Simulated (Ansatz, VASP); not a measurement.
# Si25C23: VASP beside Ansatz

```
CELL_PARAMETERS angstrom
6.15200 0.00000 0.00000
-4.61400 7.99168 0.00000
0.00000 0.00000 10.09600
ATOMIC_POSITIONS crystal
Si 0.16667 0.22222 0.00000
Si 0.16667 0.22222 0.50000
Si 0.16667 0.55556 0.00000
Si 0.16667 0.55556 0.50000
Si 0.16667 0.88889 0.00000
Si 0.16667 0.88889 0.50000
Si 0.66667 0.22222 0.00000
Si 0.66667 0.22222 0.50000
Si 0.66667 0.55556 0.00000
Si 0.66667 0.55556 0.50000
Si 0.66667 0.88889 0.00000
Si 0.66667 0.88889 0.50000
Si 0.33333 0.11111 0.25000
Si 0.33333 0.11111 0.75000
Si 0.33333 0.44444 0.25000
Si 0.33333 0.44444 0.75000
Si 0.33333 0.77778 0.25000
Si 0.33333 0.77778 0.75000
Si 0.83333 0.11111 0.25000
Si 0.83333 0.11111 0.75000
Si 0.83333 0.44444 0.25000
Si 0.83333 0.44444 0.75000
Si 0.83333 0.77778 0.25000
Si 0.83333 0.77778 0.75000
Si 0.16667 0.22222 0.19250
C 0.16667 0.22222 0.69250
C 0.16667 0.55556 0.19250
C 0.16667 0.55556 0.69250
C 0.16667 0.88889 0.19250
C 0.16667 0.88889 0.69250
C 0.66667 0.22222 0.19250
C 0.66667 0.22222 0.69250
C 0.66667 0.55556 0.19250
C 0.66667 0.55556 0.69250
C 0.66667 0.88889 0.19250
C 0.66667 0.88889 0.69250
C 0.33333 0.11111 0.44250
C 0.33333 0.11111 0.94250
C 0.33333 0.44444 0.44250
C 0.33333 0.44444 0.94250
C 0.33333 0.77778 0.44250
C 0.33333 0.77778 0.94250
C 0.83333 0.11111 0.44250
C 0.83333 0.11111 0.94250
C 0.83333 0.44444 0.44250
C 0.83333 0.44444 0.94250
C 0.83333 0.77778 0.44250
C 0.83333 0.77778 0.94250
```

Alike in both runs: task electric field gradients; functional PBE; k mesh 4 × 3 × 2; occupations fermi-dirac, width 0.01 eV; no spin polarisation.

|  | VASP | Ansatz |
| --- | --- | --- |
| version | VASP 6.6.1 | Ansatz 0.2.0 |
| potentials or method | VASP PAW PBE potentials, release 64 (Si, C) | plane-wave PAW, scalar-relativistic |
| plane-wave cutoff (eV) | 520 | 420 |
| valence electrons in the cell | 192 | 192 |

VASP gave:

```
gap on the k mesh at the Fermi level (eV)                     : 2.10
pressure (GPa)                                                : 13.6
traceless stress, the component that is largest in VASP (GPa) : -4.07
rms of the force components (eV/Å)                            : 1.824
size of Vzz on the site where it differs most (V/Å²)          : 67.9
```

**Question.** Estimate Ansatz's values.

**Answer.** gap on the k mesh at the Fermi level (eV): 2.11; pressure (GPa): 13.7; traceless stress, the component that is largest in VASP (GPa): -4.08; rms of the force components (eV/Å): 1.829; size of Vzz on the site where it differs most (V/Å²): 58.6.

Atom by atom the forces differ by 0.006 eV/Å (rms over components). The functional is the same, so the differences come from potentials, cutoffs and numerics.
